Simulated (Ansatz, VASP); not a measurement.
# Two plane-wave programs on InAs

```
CELL_PARAMETERS angstrom
0.00000 3.12511 3.12511
3.12511 0.00000 3.12511
3.12511 3.12511 0.00000
ATOMIC_POSITIONS crystal
In 0.00000 0.00000 0.00000
As 0.25000 0.25000 0.25000
```

Alike in both runs: task single point; functional PBE; k mesh 6 × 6 × 6; occupations fermi-dirac, width 0.02 eV; no spin polarisation.

|  | VASP | Ansatz |
| --- | --- | --- |
| version | VASP 6.6.1 | Ansatz 0.2.0 |
| potentials or method | VASP PAW PBE potentials, release 64 (In_d, As) | plane waves, PAW |
| plane-wave cutoff (eV) | 520 | 420 |
| valence electrons in the cell | 18 | 28 |

```tsv
	VASP	Ansatz	Ansatz less VASP
pressure (GPa)	-1.3	-1.3	-0.04
```

VASP's potentials hold 18 valence electrons a cell and Ansatz's 28, so a difference there can come from the potentials and not from the codes.
